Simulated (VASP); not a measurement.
# TiO2 in VASP: settings compared, part 3 of 3

VASP 6.6.1. Earlier steps stand in the parts before.

## 4. Single point, r2SCAN+rVV10

This run uses another cell than the first one, of 11.37 Å³/atom.

POSCAR

```
TiO2
1.0
    2.9716524085      0.0000000000      0.0000000000
   -1.4858262043      2.5735264770      0.0000000000
    0.0000000000      0.0000000000      8.9204115132
Ti O
2 4
Direct
    0.3333333333      0.6666666667      0.6247998709
    0.6666666667      0.3333333333      0.1247998709
    0.6666666667      0.3333333333      0.7319887134
    0.3333333333      0.6666666667      0.2319887134
    0.0000000000      0.0000000000      0.0182134157
    0.0000000000      0.0000000000      0.5182134157
```

INCAR.step1

```
SYSTEM = TiO2
PREC = Accurate
ENCUT = 520
ISMEAR = -1
SIGMA = 0.03
LREAL = .FALSE.
LASPH = .TRUE.
NELM = 80
NBANDS = 33
GGA = PE
ALGO = Normal
EDIFF = 1E-4
LWAVE = .TRUE.
LCHARG = .FALSE.
```

INCAR.step2

```
SYSTEM = TiO2
PREC = Accurate
ENCUT = 520
EDIFF = 1E-7
ISMEAR = -1
SIGMA = 0.03
LREAL = .FALSE.
LASPH = .TRUE.
NELM = 80
ALGO = Normal
ISIF = 2
LWAVE = .FALSE.
LCHARG = .TRUE.
METAGGA = R2SCAN
LMIXTAU = .TRUE.
LUSE_VDW = .TRUE.
IVDW_NL = 2
BPARAM = 11.95
CPARAM = 0.0093
LELF = .TRUE.
LVHAR = .TRUE.
NBANDS = 33
ISTART = 1
```

KPOINTS

```
Automatic mesh
0
G
  12 12 2
  0 0 0
```

Command:

```bash
$ cat potpaw_PBE.64/Ti_sv/POTCAR potpaw_PBE.64/O/POTCAR > POTCAR
$ cp INCAR.step1 INCAR
$ mpirun -np 1 vasp_std > vasp.out
$ cp INCAR.step2 INCAR
$ mpirun -np 1 vasp_std > vasp.out
```

Wall time 5.5 min (1 thread of Intel Xeon Platinum 8488C (Sapphire Rapids), shared host); peak memory 0.39 GiB.

It converged, with:

```
Free energy            : -67.5188 eV
Pressure               : 1.4 GPa
Largest force          : 0.099 eV/Å
Band gap on the k mesh : 2.92 eV (least direct gap 3.02 eV)
```

Forces in eV/Å, atoms in the order of the input:
```
Ti   0.000  0.000 -0.008
Ti   0.000  0.000 -0.008
O    0.000  0.000  0.099
O    0.000  0.000  0.099
O    0.000  0.000 -0.091
O    0.000  0.000 -0.091
```

Stress tensor (GPa, compression positive):
```
1.73 0.00 0.00
0.00 1.73 0.00
0.00 0.00 0.61
```

Levels at points of the mesh, in eV from the valence-band top:
```csv
k point,band 20,band 21,band 22,band 23,band 24,band 25,band 26,band 27,band 28,band 29
"(0.00, 0.00, 0.00)",-0.52,-0.52,-0.43,-0.43,-0.10,2.92,2.92,2.93,2.93,4.69
"(0.50, 0.00, 0.00)",-1.90,-1.64,-1.46,-1.02,-0.70,3.15,3.20,4.01,4.02,4.07
"(0.00, 0.00, 0.50)",-0.80,-0.47,-0.47,-0.47,-0.47,2.92,2.92,2.92,2.92,4.73
"(0.50, 0.00, 0.50)",-1.98,-1.55,-1.55,-0.89,-0.89,3.18,3.18,4.01,4.01,4.08
```

Caveat: the PAW data sets were made with another functional, which shifts forces and pressure a little. A k mesh can miss the band edges.

## 5. Relaxation of cell and atoms, PBEsol

This run uses another cell than the first one, of 11.46 Å³/atom.

INCAR

```
SYSTEM = TiO2
ALGO     = Normal         ! electronic algorithm
EDIFF    = 1E-7           ! SCF threshold, eV
EDIFFG   = -0.01          ! ionic threshold
ENCUT    = 600            ! plane-wave cutoff, eV
GGA      = PS             ! functional
IBRION   = 2              ! ionic algorithm
ISIF     = 3              ! what is computed and relaxed
ISMEAR   = -1             ! smearing method
LASPH    = .True.         ! aspherical terms in the spheres
LCHARG   = .False.        ! write CHGCAR
LREAL    = .False.        ! projectors in reciprocal space
LWAVE    = .False.        ! write WAVECAR
NELM     = 100            ! most SCF steps
NSW      = 100            ! ionic steps
PREC     = Accurate       ! precision mode
SIGMA    = 0.03           ! smearing width, eV
```

KPOINTS

```
k-points
0
Gamma
  9 9 2
  0 0 0
```

POSCAR

```
TiO2
1.0
    2.8708596400      0.0000000000      0.0000000000
   -1.4354298200      2.4862373800      0.0000000000
    0.0000000000      0.0000000000      9.6367968200
Ti O
2 4
Direct
    0.3333333300      0.6666666700      0.6250100700
    0.6666666700      0.3333333300      0.1250100700
    0.6666666700      0.3333333300      0.7434041200
    0.3333333300      0.6666666700      0.2434041200
    0.0000000000      0.0000000000      0.0065878100
    0.0000000000      0.0000000000      0.5065878100
```

Command:

```bash
$ cat potpaw_PBE.64/Ti_sv/POTCAR potpaw_PBE.64/O/POTCAR > POTCAR
$ mpirun -np 1 vasp_std > vasp.out
```

Run time: 6.7 min. Hardware: 1 thread of Intel Xeon Platinum 8488C (Sapphire Rapids), shared host; peak memory 0.23 GiB.

Results (log left out):

```
Free energy                           : -55.3026 eV
Relaxed volume                        : 12.16 Å³/atom
Relaxed cell                          : a = 2.963 Å, b = 2.963 Å, c = 9.593 Å, α = 90.00°, β = 90.00°, γ = 120.00°
Space group after relaxing (to 0.1 Å) : P6_3mc (No. 186)
Energy gained by relaxing             : 172.7 meV/atom
Ionic steps                           : 16
Pressure after relaxing               : 0.0 GPa
Largest force after relaxing          : 0.009 eV/Å
Band gap on the k mesh                : 2.58 eV (least direct gap 2.87 eV)
```

Forces in eV/Å, atoms in the order of the input:
```
Ti   0.000  0.000 -0.009
Ti   0.000  0.000 -0.009
O    0.000  0.000  0.006
O    0.000  0.000  0.006
O    0.000  0.000  0.003
O    0.000  0.000  0.003
```

The path:
| step | energy change (eV) | largest force (eV/Å) | pressure (GPa) | volume (Å³) |
| --- | --- | --- | --- | --- |
| 1 | 0.0000 | 2.8390 | -8.48 | 68.78 |
| 2 | -0.5120 | 1.9889 | 25.96 | 62.67 |
| 3 | -0.8484 | 0.1525 | 9.66 | 65.05 |
| 4 | -0.9690 | 0.4415 | -6.14 | 69.97 |
| 5 | -1.0094 | 0.3538 | -1.29 | 68.26 |
| 6 | -1.0172 | 0.0814 | 1.05 | 68.10 |
| 7 | -1.0186 | 0.0429 | 0.38 | 68.15 |
| 8 | -1.0204 | 0.0423 | 0.30 | 68.35 |
| 9 | -1.0249 | 0.0455 | 0.08 | 68.96 |
| 10 | -1.0307 | 0.0614 | -0.27 | 70.18 |
| 11 | -1.0338 | 0.1322 | -0.67 | 72.64 |
| 12 | -1.0355 | 0.0762 | -0.12 | 72.73 |
| 13 | -1.0359 | 0.0702 | 0.29 | 72.80 |
| 14 | -1.0363 | 0.0263 | 0.01 | 72.92 |
| 15 | -1.0364 | 0.0221 | -0.08 | 72.97 |
| 16 | -1.0364 | 0.0087 | -0.03 | 72.95 |

Final structure:
```
Ti O
1.0
     2.96339    0.00000    0.00000
    -1.48169    2.56637    0.00000
     0.00000    0.00000    9.59267
Ti O
2 4
Cartesian
  0.0000 1.7109 5.9950
  1.4817 0.8555 1.1987
  1.4817 0.8555 6.9557
  0.0000 1.7109 2.1593
  0.0000 0.0000 0.2393
  0.0000 0.0000 5.0356
```

Levels at points of the mesh, in eV from the valence-band top:
```
           k point  band 22  band 23  band 24  band 25  band 26  band 27
(0.00, 0.00, 0.00)    -0.31    -0.31    -0.29     2.58     2.58     2.59
(0.00, 0.00, 0.50)    -0.33    -0.33    -0.33     2.59     2.59     2.59
```

Caveat: the PAW data sets were made with another functional, which shifts forces and pressure a little.

## 6. Relaxation of cell and atoms, PBEsol

INCAR

```
SYSTEM = TiO2
  ALGO = Normal
  EDIFF = 1E-6
  EDIFFG = -0.01
  ENCUT = 600
  GGA = PS
  IBRION = 2
  ISIF = 3
  ISMEAR = -1
  LASPH = .True.
  LCHARG = .False.
  LREAL = .False.
  LWAVE = .False.
  NELM = 60
  NSW = 100
  PREC = Accurate
  SIGMA = 0.05
```

KPOINTS

```
k-points
0
Gamma
  6 6 2
  0 0 0
```

POSCAR

```
TiO2
1.0
    2.9351873548     -0.0333073903     -0.0095811856
   -1.4964387235      2.5981928432     -0.0096631314
   -0.0320440438     -0.0558183759      9.9024030030
Ti O
2 4
Direct
    0.3364981741      0.6632445332      0.6258198438
    0.6739926120      0.3394450788      0.1245001832
    0.6742441418      0.3424375383      0.7181040202
    0.3215445833      0.6456176472      0.2232355330
    0.0215680264      0.0193107062      0.0285952720
    0.0228596477     -0.0067773465      0.5246184192
```

Potentials or basis: VASP PAW PBE potentials, release 64 (Ti_sv, O).

Command:

```bash
$ cat potpaw_PBE.64/Ti_sv/POTCAR potpaw_PBE.64/O/POTCAR > POTCAR
$ mpirun -np 1 vasp_std > vasp.out
```

It took 25 min on 1 thread of Intel Xeon Platinum 8488C (Sapphire Rapids), shared host; peak memory 0.26 GiB.

Results (log left out):

```
Free energy                           : -55.3140 eV
Relaxed volume                        : 12.07 Å³/atom
Relaxed cell                          : a = 2.963 Å, b = 2.963 Å, c = 9.526 Å, α = 90.07°, β = 89.55°, γ = 120.00°
Space group after relaxing (to 0.1 Å) : P6_3mc (No. 186)
Energy gained by relaxing             : 25.5 meV/atom
Ionic steps                           : 44
Pressure after relaxing               : 0.0 GPa
Largest force after relaxing          : 0.006 eV/Å
Band gap on the k mesh                : 2.62 eV (least direct gap 2.85 eV)
```

Forces on the atoms (eV/Å):
```
Ti  -0.003 -0.001 -0.003
Ti   0.000  0.001  0.003
O    0.003  0.001  0.004
O    0.000  0.002 -0.006
O    0.001 -0.004 -0.002
O   -0.001  0.000  0.003
```

Step by step:
| step | energy change (eV) | largest force (eV/Å) | pressure (GPa) | volume (Å³) |
| --- | --- | --- | --- | --- |
| 1 | 0.0000 | 1.1731 | 1.50 | 75.02 |
| 3 | -0.1275 | 0.4501 | -1.98 | 75.81 |
| 5 | -0.1437 | 0.2505 | 0.76 | 74.91 |
| 7 | -0.1491 | 0.0920 | -0.14 | 75.13 |
| 9 | -0.1499 | 0.0567 | -0.07 | 75.06 |
| 11 | -0.1503 | 0.0416 | 0.00 | 74.93 |
| 13 | -0.1510 | 0.0348 | -0.28 | 74.74 |
| 15 | -0.1512 | 0.0224 | 0.10 | 74.57 |
| 17 | -0.1512 | 0.0209 | 0.02 | 74.59 |
| 19 | -0.1512 | 0.0229 | 0.03 | 74.57 |
| 21 | -0.1513 | 0.0214 | -0.12 | 74.48 |
| 23 | -0.1515 | 0.0340 | -0.06 | 74.30 |
| 25 | -0.1517 | 0.1159 | 0.34 | 73.51 |
| 27 | -0.1518 | 0.0840 | 0.14 | 73.77 |
| 29 | -0.1522 | 0.0638 | 0.05 | 73.50 |
| 31 | -0.1523 | 0.0752 | -0.43 | 72.42 |
| 33 | -0.1527 | 0.0399 | -0.12 | 72.70 |
| 35 | -0.1528 | 0.0232 | 0.13 | 72.43 |
| 37 | -0.1528 | 0.0282 | -0.04 | 72.54 |
| 39 | -0.1528 | 0.0244 | 0.01 | 72.46 |
| 41 | -0.1529 | 0.0140 | 0.01 | 72.44 |
| 43 | -0.1529 | 0.0133 | -0.05 | 72.43 |
| 44 | -0.1529 | 0.0064 | -0.02 | 72.41 |

Final structure:
```
CELL_PARAMETERS angstrom
2.96276 0.00011 0.01077
-1.48146 2.56558 -0.00160
0.03948 0.01624 9.52597
ATOMIC_POSITIONS crystal
Ti 0.34460 0.66654 0.62317
Ti 0.67249 0.33454 0.12496
O 0.67428 0.33183 0.72406
O 0.33627 0.66682 0.22589
O 0.00916 0.00267 0.02430
O 0.01390 0.00088 0.52250
```

Levels at points of the mesh, in eV from the valence-band top:
```tsv
k point	band 20	band 21	band 22	band 23	band 24	band 25	band 26	band 27	band 28
(0.00, 0.00, 0.00)	-0.31	-0.30	-0.27	-0.27	-0.23	2.62	2.63	2.63	2.63
(0.50, 0.00, 0.00)	-1.78	-1.37	-1.28	-0.88	-0.64	2.88	2.89	3.73	3.73
(0.00, 0.50, 0.00)	-1.78	-1.37	-1.28	-0.88	-0.65	2.88	2.89	3.73	3.73
(0.50, 0.50, 0.00)	-1.79	-1.37	-1.28	-0.87	-0.65	2.87	2.89	3.73	3.73
(0.00, 0.00, 0.50)	-0.74	-0.29	-0.29	-0.28	-0.28	2.63	2.63	2.63	2.63
(0.50, 0.00, 0.50)	-1.85	-1.33	-1.32	-0.79	-0.76	2.88	2.89	3.73	3.73
(0.00, 0.50, 0.50)	-1.87	-1.33	-1.32	-0.78	-0.77	2.88	2.89	3.73	3.73
(0.50, 0.50, 0.50)	-1.86	-1.33	-1.32	-0.78	-0.77	2.88	2.89	3.73	3.73
```

Caveat: the PAW data sets were made with another functional, which shifts forces and pressure a little. A k mesh can miss the band edges.

## 7. Overview

```csv
task,level,cell,k mesh,cutoff (eV),smearing,gap on the mesh (eV),pressure (GPa),relaxed volume (Å³/atom),largest force (eV/Å)
single point,PBEsol,"a = 2.959, b = 2.959, c = 9.897 Å, angles 90.0, 90.0, 120.0°, 6 atoms, atomic positions A",9 × 9 × 2,520,fermi-dirac 0.03 eV,2.63,0.7,-,0.06
single point,PBEsol,"a = 2.959, b = 2.959, c = 9.908 Å, angles 90.2, 90.3, 120.0°, 6 atoms, atomic positions B",6 × 6 × 2,520,fermi-dirac 0.05 eV,2.70,0.6,-,0.06
single point,r2SCAN+rVV10,"a = 2.972, b = 2.972, c = 8.920 Å, angles 90.0, 90.0, 120.0°, 6 atoms, atomic positions C",12 × 12 × 2,520,fermi-dirac 0.03 eV,2.92,1.4,-,0.10
relaxation of cell and atoms,PBEsol,"relaxed from a = 2.871, b = 2.871, c = 9.637 Å, angles 90.0, 90.0, 120.0°, 6 atoms, atomic positions D",9 × 9 × 2,600,fermi-dirac 0.03 eV,2.58,0.0,12.16,0.01
relaxation of cell and atoms,PBEsol,"relaxed from a = 2.935, b = 2.998, c = 9.903 Å, angles 90.4, 90.4, 120.6°, 6 atoms, atomic positions E",6 × 6 × 2,600,fermi-dirac 0.05 eV,2.62,0.0,12.07,0.01
```

Alike in all rows: potentials or basis VASP PAW PBE potentials, release 64 (Ti_sv, O); no spin polarisation.

Caveats: the PAW data sets were made with another functional, which shifts forces and pressure a little.

Total energies depend on the potentials used, so only differences within one code and one set of settings carry meaning.
